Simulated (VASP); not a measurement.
# GaS (P6_3/mmc) in VASP: single point with r2SCAN

Aim: the single point of GaS with r2SCAN.

Everything below comes from runs of VASP 6.6.1. Logs are shortened: lines on timing, memory, paths and dates and some standing lists are left out, and cuts for length are marked.

**Experimental background.**

“Vapor-liquid-solid growth of highly-mismatched semiconductor nanowires with high-fidelity van der Waals layer stacking”, 2022, arxiv:2211.03366 quotes, for a bulk crystal of GaS at 77 K: band gap 2.59 eV (indirect).

How close the calculation comes is told below.

**1. The cell of the first run**

Symmetry: P6_3/mmc, No. 194, hexagonal system. The conventional cell has a = 3.580 Å, b = 3.580 Å, c = 15.563 Å, α = 90.00°, β = 90.00°, γ = 120.00°. Within 3.1 Å of Ga (site symmetry 3m) lie 3 S at 2.33 Å and 1 Ga at 2.44 Å. Within 3.1 Å of S (site symmetry 3m) lie 3 Ga at 2.33 Å.

**2. Single point, r2SCAN**

POSCAR

```
GaS
1.0
    3.5795059867      0.0000000000      0.0000000000
   -1.7897529933      3.0999431175      0.0000000000
    0.0000000000      0.0000000000     15.5631239447
Ga S
4 4
Direct
    0.3333333333      0.6666666667      0.1716952300
    0.6666666667      0.3333333333      0.6716952300
    0.3333333333      0.6666666667      0.3283047700
    0.6666666667      0.3333333333      0.8283047700
    0.3333333333      0.6666666667      0.6028569187
    0.6666666667      0.3333333333      0.1028569187
    0.3333333333      0.6666666667      0.8971430813
    0.6666666667      0.3333333333      0.3971430813
```

INCAR.step1

```
PREC = Accurate ; ENCUT = 550
ISMEAR = 0 ; SIGMA = 0.01
LREAL = F ; LASPH = T
NELM = 120 ; NBANDS = 48
GGA = PE ; ALGO = Normal
EDIFF = 1E-5 ; LWAVE = T
LCHARG = F ; GGA_COMPAT = F
```

INCAR.step2

```
PREC = Accurate ; ENCUT = 550
EDIFF = 1E-6 ; ISMEAR = 0
SIGMA = 0.01 ; LREAL = F
LASPH = T ; NELM = 120
ALGO = Normal ; ISIF = 2
LWAVE = F ; LCHARG = F
METAGGA = R2SCAN ; LMIXTAU = T
NBANDS = 48 ; ISTART = 1
GGA_COMPAT = F
```

KPOINTS

```
Automatic mesh
0
Gamma
  12 12 2
```

Potentials or basis: VASP PAW PBE potentials, release 64 (Ga_d, S).

Launch:

```bash
$ cat potpaw_PBE.64/Ga_d/POTCAR potpaw_PBE.64/S/POTCAR > POTCAR
$ cp INCAR.step1 INCAR
$ mpirun -np 1 vasp_std > vasp.out
$ cp INCAR.step2 INCAR
$ mpirun -np 1 vasp_std > vasp.out
```

OUTCAR:

```text
PREC = Accurate
   ENCUT = 550
   EDIFF = 1E-6
   ISMEAR = 0
   LREAL = F
   LASPH = T
   NELM = 120
   ISIF = 2
   METAGGA = R2SCAN
   ISTART = 1

 ion  position               nearest neighbor table
   1  0.333  0.667  0.172-   6 2.33   6 2.33   6 2.33   3 2.44
   2  0.667  0.333  0.672-   5 2.33   5 2.33   5 2.33   4 2.44
   3  0.333  0.667  0.328-   8 2.33   8 2.33   8 2.33   1 2.44
   4  0.667  0.333  0.828-   7 2.33   7 2.33   7 2.33   2 2.44
   5  0.333  0.667  0.603-   2 2.33   2 2.33   2 2.33
   6  0.667  0.333  0.103-   1 2.33   1 2.33   1 2.33
   7  0.333  0.667  0.897-   4 2.33   4 2.33   4 2.33
   8  0.667  0.333  0.397-   3 2.33   3 2.33   3 2.33

  LATTYP: Found a hexagonal cell.
 ALAT       =     3.5795059867
 C/A-ratio  =     4.3478412950

  Lattice vectors:

 A1 = (   3.5795059867,   0.0000000000,   0.0000000000)
 A2 = (  -1.7897529933,   3.0999431175,   0.0000000000)
 A3 = (   0.0000000000,   0.0000000000,  15.5631239447)

Analysis of symmetry for initial positions (statically):
=====================================================================
 Subroutine PRICEL returns:
 Original cell was already a primitive cell.

 Routine SETGRP: Setting up the symmetry group for a
 hexagonal supercell.

 Subroutine GETGRP returns: Found 24 space group operations
 (whereof 12 operations were pure point group operations)
 out of a pool of 24 trial point group operations.

The static configuration has the point symmetry D_3d.
 The point group associated with its full space group is D_6h.

Analysis of symmetry for dynamics (positions and initial velocities):
=====================================================================
 Subroutine PRICEL returns:
 Original cell was already a primitive cell.

 Routine SETGRP: Setting up the symmetry group for a
 hexagonal supercell.

 Subroutine GETGRP returns: Found 24 space group operations
 (whereof 12 operations were pure point group operations)
 out of a pool of 24 trial point group operations.

The dynamic configuration has the point symmetry D_3d.
 The point group associated with its full space group is D_6h.

 Subroutine INISYM returns: Found 24 space group operations
 (whereof 12 operations are pure point group operations),
 and found     1 'primitive' translations

----------------------------------------------------------------------------------------

                                     Primitive cell

  volume of cell :     172.6925

  direct lattice vectors                    reciprocal lattice vectors
     3.579505987  0.000000000  0.000000000     0.279368160  0.161293282  0.000000000
    -1.789752993  3.099943118  0.000000000     0.000000000  0.322586564  0.000000000
     0.000000000  0.000000000 15.563123945     0.000000000  0.000000000  0.064254452

  length of vectors
     3.579505987  3.579505987 15.563123945     0.322586564  0.322586564  0.064254452

  position of ions in fractional coordinates (direct lattice)
     0.333333333  0.666666667  0.171695230
     0.666666667  0.333333333  0.671695230
     0.333333333  0.666666667  0.328304770
     0.666666667  0.333333333  0.828304770
     0.333333333  0.666666667  0.602856919
     0.666666667  0.333333333  0.102856919
     0.333333333  0.666666667  0.897143081
     0.666666667  0.333333333  0.397143081

  ion indices of the primitive-cell ions
   primitive index   ion index
                 1           1
                 2           2
                 3           3
                 4           4
                 5           5
                 6           6
                 7           7
                 8           8

----------------------------------------------------------------------------------------

 KPOINTS: Automatic mesh

Automatic generation of k-mesh.
 Grid dimensions read from file:
 generate k-points for:   12   12    2

 Generating k-lattice:

  Cartesian coordinates                     Fractional coordinates (reciprocal lattice)
     0.023280680  0.013441107  0.000000000     0.083333333  0.000000000  0.000000000
     0.000000000  0.026882214  0.000000000     0.000000000  0.083333333  0.000000000
     0.000000000  0.000000000  0.032127226     0.000000000  0.000000000  0.500000000

  Length of vectors
     0.026882214  0.026882214  0.032127226

  Shift w.r.t. Gamma in fractional coordinates (k-lattice)
     0.000000000  0.000000000  0.000000000

 Subroutine IBZKPT returns following result:
 ===========================================

 Found     38 irreducible k-points:

 Following reciprocal coordinates:
            Coordinates               Weight
  0.000000  0.000000  0.000000      1.000000
  0.083333  0.000000  0.000000      6.000000
  0.166667  0.000000  0.000000      6.000000
  0.250000 -0.000000  0.000000      6.000000
  0.333333  0.000000  0.000000      6.000000
  0.416667  0.000000  0.000000      6.000000
[... 16 lines left out ...]
  0.250000 -0.000000  0.500000      6.000000
  0.333333  0.000000  0.500000      6.000000
 [... further k-points ...]
   k-points           NKPTS =     38   k-points in BZ     NKDIM =     38   number of bands    NBANDS=     48
   number of dos      NEDOS =    301   number of ions     NIONS =      8
   total plane-waves  NPLWV =  94080
   dimension x,y,z NGX =    28 NGY =   28 NGZ =  120
   dimension x,y,z NGXF=    56 NGYF=   56 NGZF=  240
   ions per type =               4   4
   NGX,Y,Z   is equivalent  to a cutoff of  13.00, 13.00, 12.82 a.u.
   NGXF,Y,Z  is equivalent  to a cutoff of  26.01, 26.01, 25.64 a.u.
 SYSTEM =  unknown system
   PREC   = accura    normal or accurate (medium, high low for compatibility)
   ISTART =      1    job   : 0-new  1-cont  2-samecut
   ICHARG =      0    charge: 1-file 2-atom 10-const
   ISPIN  =      1    spin polarized calculation?
   LNONCOLLINEAR =      F non collinear calculations
   LSORBIT =      F    spin-orbit coupling
   LASPH  =      T    aspherical Exc in radial PAW
   ENCUT  =  550.0 eV  40.42 Ry    6.36 a.u.   6.84  6.84 29.76*2*pi/ulx,y,z
   NELM   =    120;   NELMIN=  2; NELMDL=  0     # of ELM steps
   EDIFF  = 0.1E-05   stopping-criterion for ELM
   LREAL  =      F    real-space projection
   EDIFFG = 0.1E-04   stopping-criterion for IOM
   NSW    =      0    number of steps for IOM
   IBRION =     -1    ionic relax: 0-MD 1-quasi-New 2-CG
   NFREE  =      0    steps in history (QN), initial steepest desc. (CG)
   ISIF   =      2    stress and relaxation
   ISYM   =      2    0-nonsym 1-usesym 2-fastsym
   POTIM  = 0.5000    time-step for ionic-motion
   TEBEG  =    0.0;   TEEND  =   0.0 temperature during run
   PSTRESS=    0.0 pullay stress
   NELECT =      76.0000    total number of electrons
   NUPDOWN=      -1.0000    fix difference up-down
   EMIN   =  10.00;   EMAX   =-10.00  energy-range for DOS
   EFERMI =   0.00;   METHOD = LEGACY
   ISMEAR =     0;   SIGMA  =   0.01  broadening in eV -4-tet -1-fermi 0-gaus
   EFERMI_NEDOS =   21; number of points for ismear=-14 and -15
   IALGO  =     38    algorithm
   IMIX   =      4    mixing-type and parameters
     AMIX     =   0.40;   BMIX     =  1.00
     AMIX_MAG =   1.60;   BMIX_MAG =  1.00
  volume/ion in A,a.u.               =      21.59       145.67
  Fermi-wavevector in a.u.,A,eV,Ry     =   1.245245  2.353172 21.097674  1.550635
  Thomas-Fermi vector in A             =   2.379476
   LORBIT       =      0    0 simple, 1 ext, 2 COOP (PROOUT), +10 PAW based schemes
   METAGGA = R2SCAN    functional components
   LHFCALC =     F    Hartree Fock is set to
   AEXX    =    0.0000 exact exchange contribution
   IVDW    =     0    specifies the selected vdW correction
   LEPSILON=     F    determine dielectric tensor
   LRPA    =     F    only Hartree local field effects (RPA)
 non-spin polarized calculation
 Gauss-broadening in eV      SIGMA  =   0.01
  energy-cutoff  :      550.00
  volume of cell :      172.69
 maximum number of plane-waves:      5100
 NGX is ok and might be reduce to    28
   NGX = 13   NGY = 13   NGZ = 59

 number of electron      76.0000010 magnetization

 Free energy of the ion-electron system (eV)
  ---------------------------------------------------
  ext. energy  EPLUGINS =         0.00000000
  ---------------------------------------------------
  free energy    TOTEN  =       -83.99038310 eV

  energy without entropy =      -83.99038310  energy(sigma->0) =      -83.99038310

 E-fermi :   3.7926     XC(G=0): -10.1450

 val. band max:        3.6888987239   @ k =   0.0000   0.0000   0.0000
 cond. band min:       5.6050576190   @ k =   0.5000  -0.0000   0.0000
 fundamental gap:      1.9161588951
 Fermi energy:         3.7925598848

 k-point     1 :       0.0000    0.0000    0.0000
  band No.  band energies     occupation
      1     -11.7563      2.00000
      2     -11.7479      2.00000
      3     -11.5967      2.00000
      4     -11.5967      2.00000
      5     -11.5965      2.00000
      6     -11.5965      2.00000
[... 40 lines left out ...]
     47       9.9493      0.00000
     48       9.9494      0.00000

 k-point     2 :       0.0833    0.0000    0.0000
  band No.  band energies     occupation
      1     -11.7699      2.00000
      2     -11.7591      2.00000
      3     -11.6312      2.00000
      4     -11.6214      2.00000
      5     -11.6180      2.00000
      6     -11.6113      2.00000
[... 40 lines left out ...]
     47       9.6708      0.00000
     48       9.9216      0.00000

 k-point     3 :       0.1667    0.0000    0.0000
  band No.  band energies     occupation
      1     -11.8106      2.00000
      2     -11.7961      2.00000
      3     -11.7168      2.00000
      4     -11.6966      2.00000
      5     -11.6466      2.00000
      6     -11.6433      2.00000
[... 1060 lines left out ...]
     47       9.3882      0.00000
     48       9.3882      0.00000

 k-point    24 :       0.3333    0.0000    0.5000
  band No.  band energies     occupation
      1     -11.8968      2.00000
      2     -11.8968      2.00000
      3     -11.8206      2.00000
      4     -11.8206      2.00000
      5     -11.6490      2.00000
      6     -11.6490      2.00000
[... 40 lines left out ...]
     47       9.4145      0.00000
     48       9.4145      0.00000

 [... further k-points ...]

------------------------ aborting loop because EDIFF is reached ----------------------------------------

  FORCE on cell =-STRESS in cart. coord.  units (eV):
  Direction    XX          YY          ZZ          XY          YZ          ZX
  --------------------------------------------------------------------------------------
  -------------------------------------------------------------------------------------
  Total        0.8931101      0.8931101      0.9329328      0.0000000      0.0000000      0.0000000
  in kB        8.2859443      8.2859443      8.6554046      0.0000000      0.0000000      0.0000000
  external PRESSURE =       8.4090977 kB  Pullay stress =       0.0000000 kB

 VOLUME and BASIS-vectors are now :
 -----------------------------------------------------------------------------
  energy-cutoff  :      550.00
  volume of cell :      172.69
      direct lattice vectors                 reciprocal lattice vectors
     3.579505987  0.000000000  0.000000000     0.279368160  0.161293282  0.000000000
    -1.789752993  3.099943118  0.000000000     0.000000000  0.322586564  0.000000000
     0.000000000  0.000000000 15.563123945     0.000000000  0.000000000  0.064254452

 POSITION                                       TOTAL-FORCE (eV/Angst)
 -----------------------------------------------------------------------------------
     -0.00000      2.06663      2.67211        -0.000000      0.000000      0.008994
      1.78975      1.03331     10.45368         0.000000     -0.000000      0.008994
     -0.00000      2.06663      5.10945        -0.000000      0.000000     -0.008994
      1.78975      1.03331     12.89101         0.000000     -0.000000     -0.008994
     -0.00000      2.06663      9.38234         0.000000      0.000000      0.020740
      1.78975      1.03331      1.60077         0.000000     -0.000000      0.020740
     -0.00000      2.06663     13.96235         0.000000      0.000000     -0.020740
      1.78975      1.03331      6.18079         0.000000      0.000000     -0.020740
 -----------------------------------------------------------------------------------
    total drift:                               -0.000000      0.000000     -0.000000

  FREE ENERGIE OF THE ION-ELECTRON SYSTEM (eV)
  ---------------------------------------------------
  free  energy   TOTEN  =       -83.9903830976 eV

  energy  without entropy=      -83.9903830976  energy(sigma->0) =      -83.99038310
```

It took 21 min on 1 thread of Intel Xeon Platinum 8488C (Sapphire Rapids), shared host; peak memory 0.49 GiB.

Results:

| Property | Result |
| --- | --- |
| Free energy | -83.9904 eV |
| Pressure | 0.8 GPa |
| Largest force | 0.021 eV/Å |
| Band gap on the k mesh | 1.92 eV (least direct gap 2.26 eV) |

Forces in eV/Å, atoms in the order of the input:
```
Ga   0.000  0.000  0.009
Ga   0.000  0.000  0.009
Ga   0.000  0.000 -0.009
Ga   0.000  0.000 -0.009
S    0.000  0.000  0.021
S    0.000  0.000  0.021
S    0.000  0.000 -0.021
S    0.000  0.000 -0.021
```

Caveat: the PAW data sets were made with another functional, which shifts forces and pressure a little.

**3. Comparison with measurements**

Step 2. Against the measured gap of GaS, 2.59 eV (indirect; 77 K; quoted in “Vapor-liquid-solid growth of highly-mismatched semiconductor nanowires with high-fidelity van der Waals layer stacking”, 2022, arxiv:2211.03366), the calculated 1.92 eV is off by -0.67 eV. 2 values of this kind are on record (2.53 to 2.59 eV); this one was drawn at random. Spin-orbit coupling on Ga is left out. The value is that of r2SCAN on a finite k mesh, which can miss the band edges, without temperature or zero-point motion.
